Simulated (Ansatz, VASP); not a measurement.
One calculation of ZrN, two programs

File POSCAR:

```
ZrN
1.0
    0.0000000000      1.9760898853      1.9760898853
    1.9760898853      0.0000000000      1.9760898853
    1.9760898853      1.9760898853      0.0000000000
Zr N
1 1
Direct
    0.0000000000      0.0000000000      0.0000000000
    0.5000000000      0.5000000000      0.5000000000
```

The input INCAR.step1:

```
PREC = Accurate
ENCUT = 660
ISMEAR = -1
SIGMA = 0.05
LREAL = F
LASPH = T
NELM = 120
NBANDS = 16
GGA = PE
ALGO = Normal
EDIFF = 1E-5
LWAVE = T
LCHARG = F
GGA_COMPAT = F
```

File INCAR.step2:

```
PREC = Accurate
ENCUT = 660
EDIFF = 1E-6
ISMEAR = -1
SIGMA = 0.05
LREAL = F
LASPH = T
NELM = 120
ALGO = Normal
ISIF = 2
LWAVE = F
LCHARG = T
METAGGA = R2SCAN
LMIXTAU = T
LELF = T
LVHAR = T
NBANDS = 16
ISTART = 1
GGA_COMPAT = F
```

KPOINTS

```
Automatic mesh
0
Gamma
  15 15 15
```

Input for Ansatz:

```yaml
crystal:
  lattice:
    - [0.0, 1.9760898853, 1.9760898853]
    - [1.9760898853, 0.0, 1.9760898853]
    - [1.9760898853, 1.9760898853, 0.0]
  atoms:
    - { symbol: Zr, position: [0.0, 0.0, 0.0] }
    - { symbol: "N", position: [0.5, 0.5, 0.5] }
kpoints:
  mp_grid: { grid: [15, 15, 15] }
scf:
  occupations: { method: fermi_dirac, width: 0.05 }
hamiltonian:
  xc: r2scan
  pseudopotentials: { kind: paw }
output:
  forces: true
  stress: true
  eigenvalues: true
  populations: true
```

Change from the starting cell: volume scaled by 0.64, PAW files.

Alike in both runs: task single point; functional r2SCAN; k mesh 15 × 15 × 15; occupations fermi-dirac, width 0.05 eV; no spin polarisation.

|  | VASP | Ansatz |
| --- | --- | --- |
| version | VASP 6.6.1 | Ansatz 0.2.0 |
| potentials or method | VASP PAW PBE potentials, release 64 (Zr_sv, N) | PAW with Ansatz's default frozen-core files, scalar-relativistic |
| plane-wave cutoff (eV) | 660 | 500 |
| valence electrons in the cell | 17 | 17 |

```tsv
	VASP	Ansatz	Ansatz less VASP
pressure (GPa)	299.0	296.6	-2.42
```

VASP's potentials were made for PBE, not for r2SCAN. Both programs put the cell under a high pressure, so it lies far from rest at this level.

Noted on VASP's run: the cell as given lies far from equilibrium.
